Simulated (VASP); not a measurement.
Set up this calculation in VASP 6.6.1, as the native input.

| Item | Value |
| --- | --- |
| Task | single point |
| Functional | revPBE |
| Potentials or basis | VASP PAW PBE potentials, release 64 (Cd) |
| Cutoff | 520 eV |
| k mesh | 11 × 11 × 11 |
| Occupations | fermi-dirac, width 0.1 eV |
| Spin | no spin polarisation |
| Dipole correction | no |
| Further INCAR settings | ALGO = Normal; EDIFF = 1e-06; NBANDS = 12 |

The structure of Cd lies in POSCAR:

```
Cd
1.0
    3.0441033087      0.0000000000      0.0000000000
    0.0000000000      3.0441033087      0.0000000000
    0.0000000000      0.0000000000      3.0441033087
Cd
1
Direct
    0.0000000000      0.0000000000      0.0000000000
```

One way to write it, as run:

INCAR

```
ALGO = Normal ; EDIFF = 1E-6
ENCUT = 520 ; GGA = RE
ISIF = 2 ; ISMEAR = -1
LASPH = True ; LCHARG = False
LREAL = False ; LWAVE = False
NBANDS = 12 ; NELM = 100
PREC = Accurate ; SIGMA = 0.1
```

KPOINTS

```
k-points
0
Gamma
  11 11 11
```

Potentials or basis: VASP PAW PBE potentials, release 64 (Cd).

Run with:

```console
$ cat potpaw_PBE.64/Cd/POTCAR > POTCAR
$ mpirun -np 1 vasp_std > vasp.out
```

It gave:

The pressure is 0.2 GPa and the band gap on the k mesh is zero (band 6 reaches 4.59 eV, above the bottom of band 7 at 0.02 eV).

Caveat: the PAW data sets were made with another functional, which shifts forces and pressure a little.

Run time: 7 s on 1 thread of Intel(R) Xeon(R) 6975P-C (Granite Rapids), on a shared host, peak memory 0.14 GiB.
